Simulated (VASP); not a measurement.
A run of VASP 6.6.1:

Contents of INCAR:

```
SYSTEM = ZrB2
  PREC = Accurate
  ENCUT = 520
  EDIFF = 1E-6
  ISMEAR = 0
  SIGMA = 0.1
  LREAL = .FALSE.
  LASPH = .TRUE.
  NELM = 80
  ALGO = Normal
  ISIF = 2
  LWAVE = .FALSE.
  LCHARG = .FALSE.
  GGA = PE
  NBANDS = 16
```

KPOINTS

```
regular mesh
0
G
  18 18 14
  0 0 0
```

File POSCAR:

```
ZrB2
1.0
    3.1717328191      0.0000000000      0.0000000000
   -1.5858664096      2.7468011953      0.0000000000
    0.0000000000      0.0000000000      3.5408191244
Zr B
1 2
Direct
    0.0000000000      0.0000000000      0.0000000000
    0.3333333333      0.6666666667      0.5000000000
    0.6666666667      0.3333333333      0.5000000000
```

Potentials or basis: VASP PAW PBE potentials, release 64 (Zr_sv, B).

Launch:

```sh
$ cat potpaw_PBE.64/Zr_sv/POTCAR potpaw_PBE.64/B/POTCAR > POTCAR
$ mpirun -np 1 vasp_std > vasp.out
```

Hardware: 1 thread of Intel(R) Xeon(R) 6975P-C (Granite Rapids), with other jobs on the host.

Q: Estimate the wall time of this run.

A: Wall time 43 s on 1 thread of Intel(R) Xeon(R) 6975P-C (Granite Rapids), on a shared host, peak memory 0.26 GiB. Counts: scf iterations 13, k points 296.
